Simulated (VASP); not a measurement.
# Cu (P6_3/mmc) in VASP: further runs

Cu is run at these levels: PBEsol; tasks: single point.

Everything below comes from runs of VASP 6.6.1. Logs are shortened: lines on timing, memory, paths and dates and some standing lists are left out, and cuts for length are marked.

### Step 1. The cell of the first run

It takes space group P6_3/mmc (No. 194, hexagonal). Conventional cell: a = 2.320 Å, b = 2.320 Å, c = 4.275 Å, α = 90.00°, β = 90.00°, γ = 120.00°. Within 3.1 Å of Cu (site symmetry -6m2) lie 12 Cu at 2.32 to 2.52 Å.

This isn't the form of Cu at room conditions, which is fcc.

### Step 2. Single point, PBEsol (9.96 Å³/atom)

INCAR

```
PREC = Accurate
ENCUT = 520
EDIFF = 1E-6
ISMEAR = 0
SIGMA = 0.15
LREAL = False
LASPH = True
NELM = 60
ALGO = Fast
ISIF = 2
LWAVE = False
LCHARG = False
GGA = PS
NBANDS = 18
```

KPOINTS

```
regular mesh
0
Gamma
  24 24 12
```

POSCAR

```
Cu
1.0
    2.3201517234      0.0000000000      0.0000000000
   -1.1600758617      2.0093103331      0.0000000000
    0.0000000000      0.0000000000      4.2746475352
Cu
2
Direct
    0.3333333333      0.6666666667      0.2500000000
    0.6666666667      0.3333333333      0.7500000000
```

Potentials or basis: VASP PAW PBE potentials, release 64 (Cu).

Launch:

```
$ cat potpaw_PBE.64/Cu/POTCAR > POTCAR
$ mpirun -np 1 vasp_std > vasp.out
```

OUTCAR:

```text
PREC = Accurate
   ENCUT = 520
   EDIFF = 1E-6
   ISMEAR = 0
   LREAL = False
   LASPH = True
   NELM = 60
   ISIF = 2
   GGA = PS

 ion  position               nearest neighbor table
   1  0.333  0.667  0.250-   2 2.52   2 2.52   2 2.52   2 2.52   2 2.52   2 2.52
   2  0.667  0.333  0.750-   1 2.52   1 2.52   1 2.52   1 2.52   1 2.52   1 2.52

  LATTYP: Found a hexagonal cell.
 ALAT       =     2.3201517234
 C/A-ratio  =     1.8424000000

  Lattice vectors:

 A1 = (   2.3201517234,   0.0000000000,   0.0000000000)
 A2 = (  -1.1600758617,   2.0093103331,   0.0000000000)
 A3 = (   0.0000000000,   0.0000000000,   4.2746475352)

Analysis of symmetry for initial positions (statically):
=====================================================================
 Subroutine PRICEL returns:
 Original cell was already a primitive cell.

 Routine SETGRP: Setting up the symmetry group for a
 hexagonal supercell.

 Subroutine GETGRP returns: Found 24 space group operations
 (whereof 12 operations were pure point group operations)
 out of a pool of 24 trial point group operations.

The static configuration has the point symmetry D_3d.
 The point group associated with its full space group is D_6h.

Analysis of symmetry for dynamics (positions and initial velocities):
=====================================================================
 Subroutine PRICEL returns:
 Original cell was already a primitive cell.

 Routine SETGRP: Setting up the symmetry group for a
 hexagonal supercell.

 Subroutine GETGRP returns: Found 24 space group operations
 (whereof 12 operations were pure point group operations)
 out of a pool of 24 trial point group operations.

The dynamic configuration has the point symmetry D_3d.
 The point group associated with its full space group is D_6h.

 Subroutine INISYM returns: Found 24 space group operations
 (whereof 12 operations are pure point group operations),
 and found     1 'primitive' translations

----------------------------------------------------------------------------------------

                                     Primitive cell

  volume of cell :      19.9280

  direct lattice vectors                    reciprocal lattice vectors
     2.320151723  0.000000000  0.000000000     0.431006296  0.248841601  0.000000000
    -1.160075862  2.009310333  0.000000000     0.000000000  0.497683202  0.000000000
     0.000000000  0.000000000  4.274647535     0.000000000  0.000000000  0.233937416

  length of vectors
     2.320151723  2.320151723  4.274647535     0.497683202  0.497683202  0.233937416

[... 81 lines left out ...]
   LREAL  =      F    real-space projection
   EDIFFG = 0.1E-04   stopping-criterion for IOM
   NSW    =      0    number of steps for IOM
   IBRION =     -1    ionic relax: 0-MD 1-quasi-New 2-CG
   NFREE  =      0    steps in history (QN), initial steepest desc. (CG)
   ISIF   =      2    stress and relaxation
   ISYM   =      2    0-nonsym 1-usesym 2-fastsym
   POTIM  = 0.5000    time-step for ionic-motion
   TEBEG  =    0.0;   TEEND  =   0.0 temperature during run
   PSTRESS=    0.0 pullay stress
   NELECT =      22.0000    total number of electrons
   NUPDOWN=      -1.0000    fix difference up-down
   EMIN   =  10.00;   EMAX   =-10.00  energy-range for DOS
   EFERMI =   0.00;   METHOD = LEGACY
   ISMEAR =     0;   SIGMA  =   0.15  broadening in eV -4-tet -1-fermi 0-gaus
   EFERMI_NEDOS =   21; number of points for ismear=-14 and -15
   IALGO  =     68    algorithm
   IMIX   =      4    mixing-type and parameters
     AMIX     =   0.40;   BMIX     =  1.00
     AMIX_MAG =   1.60;   BMIX_MAG =  1.00
  volume/ion in A,a.u.               =       9.96        67.24
  Fermi-wavevector in a.u.,A,eV,Ry     =   1.691977  3.197373 38.950576  2.862787
  Thomas-Fermi vector in A             =   2.773647
   LORBIT       =      0    0 simple, 1 ext, 2 COOP (PROOUT), +10 PAW based schemes
   GGA     = PS    functional components
   LHFCALC =     F    Hartree Fock is set to
   AEXX    =    0.0000 exact exchange contribution
   IVDW    =     0    specifies the selected vdW correction
   LEPSILON=     F    determine dielectric tensor
   LRPA    =     F    only Hartree local field effects (RPA)
 non-spin polarized calculation
 RMM-DIIS sequential band-by-band and
 Gauss-broadening in eV      SIGMA  =   0.15
  energy-cutoff  :      520.00
  volume of cell :       19.93
 maximum number of plane-waves:       568
 NGX is ok and might be reduce to    18
   NGX =  9   NGY =  9   NGZ = 15

 number of electron      21.9999999 magnetization

 Free energy of the ion-electron system (eV)
  ---------------------------------------------------
  ext. energy  EPLUGINS =         0.00000000
  ---------------------------------------------------
  free energy    TOTEN  =        -8.18033767 eV

  energy without entropy =       -8.17185219  energy(sigma->0) =       -8.17609493

 E-fermi :   9.7764     XC(G=0): -13.9225

 val. band max:        9.7665320029   @ k =   0.4167   0.0833   0.2500
 cond. band min:       9.7785670845   @ k =   0.4167   0.0833   0.1667
 fundamental gap:      0.0120350816
 Fermi energy:         9.7763626396

 k-point     1 :       0.0000    0.0000    0.0000
  band No.  band energies     occupation
      1      -1.0604      2.00000
      2       3.1999      2.00000
      3       5.5350      2.00000
      4       6.1104      2.00000
      5       6.1104      2.00000
      6       6.2762      2.00000
[... 481 lines left out ...]
      5       6.2257      2.00000
      6       6.3835      2.00000
[... 10 lines left out ...]
     17      25.7714      0.00000
     18      32.7093      0.00000

 [... further k-points ...]

------------------------ aborting loop because EDIFF is reached ----------------------------------------

  FORCE on cell =-STRESS in cart. coord.  units (eV):
  Direction    XX          YY          ZZ          XY          YZ          ZX
  --------------------------------------------------------------------------------------
  -------------------------------------------------------------------------------------
  Total        6.1021551      6.1021551      1.1946556      0.0000000      0.0000000      0.0000000
  in kB      490.6028994    490.6028994     96.0482787      0.0000000      0.0000000      0.0000000
  external PRESSURE =     359.0846925 kB  Pullay stress =       0.0000000 kB

 VOLUME and BASIS-vectors are now :
 -----------------------------------------------------------------------------
  energy-cutoff  :      520.00
  volume of cell :       19.93
      direct lattice vectors                 reciprocal lattice vectors
     2.320151723  0.000000000  0.000000000     0.431006296  0.248841601  0.000000000
    -1.160075862  2.009310333  0.000000000     0.000000000  0.497683202  0.000000000
     0.000000000  0.000000000  4.274647535     0.000000000  0.000000000  0.233937416

 POSITION                                       TOTAL-FORCE (eV/Angst)
 -----------------------------------------------------------------------------------
     -0.00000      1.33954      1.06866        -0.000000     -0.000000      0.000000
      1.16008      0.66977      3.20599         0.000000      0.000000      0.000000
 -----------------------------------------------------------------------------------
    total drift:                               -0.000000      0.000000     -0.000000

  FREE ENERGIE OF THE ION-ELECTRON SYSTEM (eV)
  ---------------------------------------------------
  free  energy   TOTEN  =        -8.1803376699 eV

  energy  without entropy=       -8.1718521925  energy(sigma->0) =       -8.17609493
```

stdout:

```text
POSCAR found type information on POSCAR Cu
 POSCAR found :  1 types and       2 ions
 scaLAPACK will be used
 -----------------------------------------------------------------------------
|                                                                             |
|                                                                             |
|     You enforced a specific xc type in the INCAR file but a different       |
|     I HOPE YOU KNOW WHAT YOU ARE DOING!                                     |
|                                                                             |
 -----------------------------------------------------------------------------

 LDA part: xc-table for (Slater+PW92), standard interpolation
 POSCAR, INCAR and KPOINTS ok, starting setup
 FFT: planning ... GRIDC
 FFT: planning ... GRID_SOFT
 FFT: planning ... GRID
 WAVECAR not read
 entering main loop
```

It took 66 s on 1 thread of Intel Xeon 6975P-C (Granite Rapids), shared host; peak memory 0.22 GiB.

What came out:

| Property | Result |
| --- | --- |
| Free energy | -8.1803 eV |
| Pressure | 35.9 GPa |
| Band gap on the k mesh | zero (bands 11 and 12 overlap by 7.39 eV) |

Levels at points of the mesh, in eV from the Fermi level:
```
           k point  band 8  band 9  band 10  band 11  band 12  band 13  band 14  band 15
(0.00, 0.00, 0.00)   -2.77   -2.59    -2.59    -2.00    -2.00     2.88    21.16    24.43
(0.50, 0.00, 0.00)   -2.00   -1.64    -1.59     0.14     2.22     7.99     8.38    11.10
(0.00, 0.00, 0.50)   -3.64   -2.23    -2.23    -2.23    -2.23    10.67    10.67    25.10
(0.50, 0.00, 0.50)   -2.27   -1.61    -1.61     0.37     0.37     6.17     6.17    16.87
```

Caveat: the stress differs along the axes, from 10 to 49 GPa; the PAW data sets were made with another functional, which shifts forces and pressure a little.

### Step 3. Single point, PBEsol (9.96 Å³/atom)

INCAR is that of step 2.

KPOINTS

```
Automatic mesh
0
Gamma
  24 24 12
```

POSCAR

```
Cu
1.0
    2.4478708505      0.0000000000      0.0000000000
   -1.2239354252      2.1199183417      0.0000000000
    0.0000000000      0.0000000000      3.8402197902
Cu
2
Direct
    0.3333333333      0.6666666667      0.2500000000
    0.6666666667      0.3333333333      0.7500000000
```

Potentials or basis: VASP PAW PBE potentials, release 64 (Cu).

Launch:

```
$ cat potpaw_PBE.64/Cu/POTCAR > POTCAR
$ mpirun -np 1 vasp_std > vasp.out
```

Run time: 62 s. Hardware: 1 thread of Intel Xeon 6975P-C (Granite Rapids), shared host; peak memory 0.22 GiB.

Results (log left out):

- Free energy: -8.3451 eV
- Pressure: 30.6 GPa
- Band gap on the k mesh: zero (bands 11 and 12 overlap by 6.46 eV)

Stress tensor (GPa, compression positive):
```
26.17  0.00  0.00
 0.00 26.17  0.00
 0.00  0.00 39.55
```

Levels at points of the mesh, in eV from the Fermi level:
| k point | band 8 | band 9 | band 10 | band 11 | band 12 | band 13 | band 14 | band 15 |
| --- | --- | --- | --- | --- | --- | --- | --- | --- |
| (0.00, 0.00, 0.00) | -3.03 | -3.03 | -1.92 | -1.92 | -1.11 | 5.30 | 22.12 | 23.46 |
| (0.50, 0.00, 0.00) | -1.89 | -1.73 | -1.68 | -0.10 | 1.76 | 8.81 | 9.51 | 12.02 |
| (0.00, 0.00, 0.50) | -3.65 | -2.20 | -2.20 | -2.20 | -2.20 | 15.06 | 15.06 | 22.93 |
| (0.50, 0.00, 0.50) | -2.22 | -1.79 | -1.79 | 0.25 | 0.25 | 5.72 | 5.72 | 17.44 |

Caveat: the stress differs along the axes, from 26 to 40 GPa; the PAW data sets were made with another functional, which shifts forces and pressure a little.
